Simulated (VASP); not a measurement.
# Si (I4/mmm) in VASP: further runs, part 2 of 2

VASP 6.6.1. The steps go on from the part before.

## Step 5: Single point, PBEsol

This run uses another cell than the first one, of 21.68 Å³/atom.

Contents of INCAR:

```
PREC = Accurate ; ENCUT = 520
EDIFF = 1E-7 ; ISMEAR = -1
SIGMA = 0.05 ; LREAL = F
LASPH = T ; NELM = 60
ALGO = Normal ; ISIF = 2
LWAVE = F ; LCHARG = T
GGA = PS ; LELF = T
LVHAR = T ; NBANDS = 16
```

Contents of KPOINTS:

```
regular mesh
0
Gamma
  8 8 8
```

Contents of POSCAR:

```
Si
1.0
   -3.3474677417      3.3474677417      1.9351170619
    3.3474677417     -3.3474677417      1.9351170619
    3.3474677417      3.3474677417     -1.9351170619
Si
4
Direct
    0.8211989400      0.1788010600      0.0000000000
    0.1788010600      0.8211989400      0.0000000000
    0.8211989400      0.8211989400      0.6423978800
    0.1788010600      0.1788010600      0.3576021200
```

Potentials or basis: VASP PAW PBE potentials, release 64 (Si).

Started as:

```console
$ cat potpaw_PBE.64/Si/POTCAR > POTCAR
$ mpirun -np 1 vasp_std > vasp.out
```

OUTCAR:

```text
PREC = Accurate
   ENCUT = 520
   EDIFF = 1E-7
   ISMEAR = -1
   LREAL = F
   LASPH = T
   NELM = 60
   ISIF = 2
   GGA = PS

 ion  position               nearest neighbor table
   1  0.821  0.179  0.000-   2 2.36   2 2.36   4 2.39   3 2.39
   2  0.179  0.821  0.000-   1 2.36   1 2.36   4 2.39   3 2.39
   3  0.821  0.821  0.642-   4 2.36   4 2.36   1 2.39   2 2.39
   4  0.179  0.179  0.358-   3 2.36   3 2.36   2 2.39   1 2.39

  LATTYP: Found a body centered tetragonal cell.
 ALAT       =     6.6949354834
 C/A-ratio  =     0.5780838566

  Lattice vectors:

 A1 = (  -3.3474677417,   3.3474677417,   1.9351170619)
 A2 = (   3.3474677417,  -3.3474677417,   1.9351170619)
 A3 = (   3.3474677417,   3.3474677417,  -1.9351170619)

Analysis of symmetry for initial positions (statically):
=====================================================================
 Subroutine PRICEL returns:
 Original cell was already a primitive cell.

 Routine SETGRP: Setting up the symmetry group for a
 body centered tetragonal supercell.

 Subroutine GETGRP returns: Found 16 space group operations
 (whereof 16 operations were pure point group operations)
 out of a pool of 16 trial point group operations.

The static configuration has the point symmetry D_4h.

Analysis of symmetry for dynamics (positions and initial velocities):
=====================================================================
 Subroutine PRICEL returns:
 Original cell was already a primitive cell.

 Routine SETGRP: Setting up the symmetry group for a
 body centered tetragonal supercell.

 Subroutine GETGRP returns: Found 16 space group operations
 (whereof 16 operations were pure point group operations)
 out of a pool of 16 trial point group operations.

The dynamic configuration has the point symmetry D_4h.

 Subroutine INISYM returns: Found 16 space group operations
 (whereof 16 operations are pure point group operations),
 and found     1 'primitive' translations

[... 119 lines left out ...]
  volume/ion in A,a.u.               =      21.68       146.33
  Fermi-wavevector in a.u.,A,eV,Ry     =   0.931926  1.761085 11.816473  0.868486
  Thomas-Fermi vector in A             =   2.058470
   LORBIT       =      0    0 simple, 1 ext, 2 COOP (PROOUT), +10 PAW based schemes
   GGA     = PS    functional components
   LHFCALC =     F    Hartree Fock is set to
   AEXX    =    0.0000 exact exchange contribution
   IVDW    =     0    specifies the selected vdW correction
   LEPSILON=     F    determine dielectric tensor
   LRPA    =     F    only Hartree local field effects (RPA)
 non-spin polarized calculation
  energy-cutoff  :      520.00
  volume of cell :       86.74
 maximum number of plane-waves:      2356
 NGX is ok and might be reduce to    40
   NGX = 19   NGY = 19   NGZ = 19

 number of electron      16.0000000 magnetization

 Free energy of the ion-electron system (eV)
  ---------------------------------------------------
  ext. energy  EPLUGINS =         0.00000000
  ---------------------------------------------------
  free energy    TOTEN  =       -22.53373934 eV

  energy without entropy =      -22.53324729  energy(sigma->0) =      -22.53349332

 E-fermi :   5.2945     XC(G=0):  -9.1617

 val. band max:        5.2141539029   @ k =   0.5000   0.5000   0.5000
 cond. band min:       5.3754385430   @ k =   0.2500   0.2500   0.2500
 fundamental gap:      0.1612846400
 Fermi energy:         5.2945169365

 k-point     1 :       0.0000    0.0000    0.0000
  band No.  band energies     occupation
      1      -6.7213      2.00000
      2      -2.5628      2.00000
      3      -0.3226      2.00000
      4      -0.3226      2.00000
      5       1.4968      2.00000
      6       3.7419      2.00000
[... 433 lines left out ...]
      3      -2.4481      2.00000
      4      -1.2781      2.00000
      5       1.3585      2.00000
      6       2.3966      2.00000
[... 8 lines left out ...]
     15      12.4555      0.00000
     16      13.4613      0.00000

 [... further k-points ...]

------------------------ aborting loop because EDIFF is reached ----------------------------------------

  FORCE on cell =-STRESS in cart. coord.  units (eV):
  Direction    XX          YY          ZZ          XY          YZ          ZX
  --------------------------------------------------------------------------------------
  -------------------------------------------------------------------------------------
  Total       -0.9701764     -0.9701764     -1.0715965      0.0000000      0.0000000      0.0000000
  in kB      -17.9209596    -17.9209596    -19.7943771      0.0000000      0.0000000      0.0000000
  external PRESSURE =     -18.5454321 kB  Pullay stress =       0.0000000 kB

 VOLUME and BASIS-vectors are now :
 -----------------------------------------------------------------------------
  energy-cutoff  :      520.00
  volume of cell :       86.74
      direct lattice vectors                 reciprocal lattice vectors
    -3.347467742  3.347467742  1.935117062     0.000000000  0.149366637  0.258382301
     3.347467742 -3.347467742  1.935117062     0.149366637  0.000000000  0.258382301
     3.347467742  3.347467742 -1.935117062     0.149366637  0.149366637  0.000000000

 POSITION                                       TOTAL-FORCE (eV/Angst)
 -----------------------------------------------------------------------------------
     -2.15041      2.15041      1.93512        -0.027344      0.027344     -0.000000
      2.15041     -2.15041      1.93512         0.027344     -0.027344     -0.000000
      2.15041      2.15041      1.93512         0.027344      0.027344      0.000000
      1.19706      1.19706     -0.00000        -0.027344     -0.027344     -0.000000
 -----------------------------------------------------------------------------------
    total drift:                               -0.000000     -0.000000      0.000000

  FREE ENERGIE OF THE ION-ELECTRON SYSTEM (eV)
  ---------------------------------------------------
  free  energy   TOTEN  =       -22.5337393429 eV

  energy  without entropy=      -22.5332472908  energy(sigma->0) =      -22.53349332
```

stdout:

```text
POSCAR found type information on POSCAR Si
 POSCAR found :  1 types and       4 ions
 scaLAPACK will be used
 -----------------------------------------------------------------------------
|                                                                             |
|                                                                             |
|     You enforced a specific xc type in the INCAR file but a different       |
|     I HOPE YOU KNOW WHAT YOU ARE DOING!                                     |
|                                                                             |
 -----------------------------------------------------------------------------

 LDA part: xc-table for (Slater+PW92), standard interpolation
 POSCAR, INCAR and KPOINTS ok, starting setup
 FFT: planning ... GRIDC
 FFT: planning ... GRID_SOFT
 FFT: planning ... GRID
 WAVECAR not read
 entering main loop
```

Wall time 2.7 min (1 thread of Intel Xeon 8259CL, shared host); peak memory 0.25 GiB.

What came out:

| Item | Value |
| --- | --- |
| Free energy | -22.5337 eV |
| Pressure | -1.9 GPa |
| Largest force | 0.039 eV/Å |
| Band gap on the k mesh | 0.16 eV (least direct gap 0.30 eV) |

Forces on the atoms (eV/Å):
```
Si  -0.027  0.027  0.000
Si   0.027 -0.027  0.000
Si   0.027  0.027  0.000
Si  -0.027 -0.027  0.000
```

Stress tensor (GPa, compression positive):
```
-1.79  0.00  0.00
 0.00 -1.79  0.00
 0.00  0.00 -1.98
```

Caveat: semilocal functionals underestimate gaps, and a narrow one can read as zero; the PAW data sets were made with another functional, which shifts forces and pressure a little.

## Step 6: Single point, LDA

This run uses another cell than the first one, of 22.11 Å³/atom.

Contents of INCAR:

```
  PREC = Accurate
  ENCUT = 520
  EDIFF = 1E-6
  ISMEAR = -1
  SIGMA = 0.05
  LREAL = False
  LASPH = True
  NELM = 60
  ALGO = Normal
  ISIF = 2
  LWAVE = False
  LCHARG = False
  GGA = CA
  NBANDS = 16
```

KPOINTS is that of step 5.

Contents of POSCAR:

```
Si
1.0
   -3.3692051543      3.3692051543      1.9476831092
    3.3692051543     -3.3692051543      1.9476831092
    3.3692051543      3.3692051543     -1.9476831092
Si
4
Direct
    0.8211989400      0.1788010600      0.0000000000
    0.1788010600      0.8211989400      0.0000000000
    0.8211989400      0.8211989400      0.6423978800
    0.1788010600      0.1788010600      0.3576021200
```

Potentials or basis: VASP PAW LDA potentials, release 64 (Si).

Started as:

```console
$ cat potpaw_LDA.64/Si/POTCAR > POTCAR
$ mpirun -np 1 vasp_std > vasp.out
```

Wall time 2 min (1 thread of Intel Xeon 8259CL, shared host); peak memory 0.21 GiB.

Results (log left out):

* Free energy: -23.3004 eV
* Pressure: -4.7 GPa
* Largest force: 0.073 eV/Å
* Band gap on the k mesh: 0.15 eV (least direct gap 0.32 eV)

Forces on the atoms (eV/Å):
```
Si  -0.052  0.052  0.000
Si   0.052 -0.052  0.000
Si   0.052  0.052  0.000
Si  -0.052 -0.052  0.000
```

Stress tensor (GPa, compression positive):
```
-4.62  0.00  0.00
 0.00 -4.62  0.00
 0.00  0.00 -4.99
```

Levels at points of the mesh, in eV from the valence-band top:
```tsv
k point	band 4	band 5	band 6	band 7	band 8	band 9	band 10	band 11	band 12	band 13
(0.00, 0.00, 0.00)	-5.47	-3.60	-1.43	-1.43	-0.51	1.42	1.42	1.44	2.27	2.27
(0.50, 0.00, 0.00)	-6.04	-4.18	-3.37	-2.28	-1.37	0.81	2.24	2.96	3.47	4.01
(0.50, 0.50, 0.00)	-4.90	-2.71	-1.92	-1.82	-1.56	1.50	1.84	1.85	3.84	4.24
(0.50, 0.50, 0.50)	-4.82	-2.82	-0.22	0.00	0.00	0.32	2.61	3.38	3.96	4.41
```

Caveat: the cell stands under tension; semilocal functionals underestimate gaps, and a narrow one can read as zero. A k mesh can miss the band edges.

## Step 7: Single point, PBEsol

This run uses another cell than the first one, of 22.11 Å³/atom.

Contents of INCAR:

```
SYSTEM = Si
  PREC = Accurate
  ENCUT = 520
  EDIFF = 1E-6
  ISMEAR = -1
  SIGMA = 0.05
  LREAL = .False.
  LASPH = .True.
  NELM = 100
  ALGO = Normal
  ISIF = 2
  LWAVE = .False.
  LCHARG = .False.
  GGA = PS
  NBANDS = 16
```

Contents of KPOINTS:

```
regular mesh
0
Gamma
  8 8 8
  0 0 0
```

POSCAR is that of step 6.

Potentials or basis: VASP PAW PBE potentials, release 64 (Si).

Started as:

```console
$ cat potpaw_PBE.64/Si/POTCAR > POTCAR
$ mpirun -np 1 vasp_std > vasp.out
```

It took 2.2 min on 1 thread of Intel Xeon 8259CL, shared host; peak memory 0.25 GiB.

The run converged. Its results:

| Quantity | Value |
| --- | --- |
| Free energy | -22.5062 eV |
| Pressure | -3.3 GPa |
| Largest force | 0.065 eV/Å |
| Band gap on the k mesh | 0.16 eV (least direct gap 0.32 eV) |

Forces in eV/Å, atoms in the order of the input:
```
Si  -0.046  0.046  0.000
Si   0.046 -0.046  0.000
Si   0.046  0.046  0.000
Si  -0.046 -0.046  0.000
```

Stress tensor (GPa, compression positive):
```
-3.22  0.00  0.00
 0.00 -3.22  0.00
 0.00  0.00 -3.49
```

Levels at points of the mesh, in eV from the valence-band top:
| k point | band 4 | band 5 | band 6 | band 7 | band 8 | band 9 | band 10 | band 11 | band 12 | band 13 |
| --- | --- | --- | --- | --- | --- | --- | --- | --- | --- | --- |
| (0.00, 0.00, 0.00) | -5.49 | -3.64 | -1.45 | -1.45 | -0.53 | 1.42 | 1.44 | 1.44 | 2.25 | 2.25 |
| (0.50, 0.00, 0.00) | -6.05 | -4.21 | -3.39 | -2.30 | -1.38 | 0.81 | 2.25 | 2.97 | 3.45 | 4.03 |
| (0.50, 0.50, 0.00) | -4.90 | -2.74 | -1.94 | -1.83 | -1.57 | 1.51 | 1.84 | 1.88 | 3.84 | 4.24 |
| (0.50, 0.50, 0.50) | -4.85 | -2.85 | -0.22 | 0.00 | 0.00 | 0.32 | 2.73 | 3.38 | 3.95 | 4.40 |

Caveat: the cell stands under tension; semilocal functionals underestimate gaps, and a narrow one can read as zero; the PAW data sets were made with another functional, which shifts forces and pressure a little.

## Step 8: The runs side by side

```csv
level,potentials or basis,cell,gap on the mesh (eV),pressure (GPa),largest force (eV/Å)
LDA,"VASP PAW LDA potentials, release 64 (Si)","a = 5.081 Å, angles 98.2, 98.2, 135.5°, 4 atoms",0.15,-1.8,0.02
PBEsol,"VASP PAW PBE potentials, release 64 (Si)","a = 5.081 Å, angles 98.2, 98.2, 135.5°, 4 atoms",0.16,-0.2,0.01
LDA,"VASP PAW LDA potentials, release 64 (Si)","a = 5.114 Å, angles 98.2, 98.2, 135.5°, 4 atoms",0.15,-3.4,0.05
PBEsol,"VASP PAW PBE potentials, release 64 (Si)","a = 5.114 Å, angles 98.2, 98.2, 135.5°, 4 atoms",0.16,-1.9,0.04
LDA,"VASP PAW LDA potentials, release 64 (Si)","a = 5.147 Å, angles 98.2, 98.2, 135.5°, 4 atoms",0.15,-4.7,0.07
PBEsol,"VASP PAW PBE potentials, release 64 (Si)","a = 5.147 Å, angles 98.2, 98.2, 135.5°, 4 atoms",0.16,-3.3,0.06
```

Alike in all rows: task single point; no spin polarisation; k mesh 8 × 8 × 8; cutoff (eV) 520; smearing fermi-dirac 0.05 eV.

Caveats: semilocal functionals underestimate gaps, and a narrow one can read as zero; the PAW data sets were made with another functional, which shifts forces and pressure a little (at least some runs); the cell stands under tension (at least some runs).

Total energies depend on the potentials used, so only differences within one code and one set of settings carry meaning.
